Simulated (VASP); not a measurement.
The system is CaO.

```
CELL_PARAMETERS angstrom
0.00000 2.39755 2.39755
2.39755 0.00000 2.39755
2.39755 2.39755 0.00000
ATOMIC_POSITIONS crystal
Ca 0.00000 0.00000 0.00000
O 0.50000 0.50000 0.50000
```

Program: VASP 6.6.1. Alike in all runs: task single point; potentials or basis VASP PAW PBE potentials, release 64 (Ca_sv, O); no spin polarisation; cell as given; k mesh 6 × 6 × 6; cutoff (eV) 520; smearing gaussian 0.01 eV.

Question: Order these runs on this cell by their band gap on the k mesh, lowest first.
A. level PBE0; grid for exact exchange (PRECFOCK) Normal
B. level HSE06; grid for exact exchange (PRECFOCK) Normal; screening parameter 0.2079 1/Å
C. level PBE
D. level r2SCAN

Answer: C (3.63 eV), D (4.19 eV), B (5.29 eV), A (6.05 eV).

A k mesh can miss the band edges.
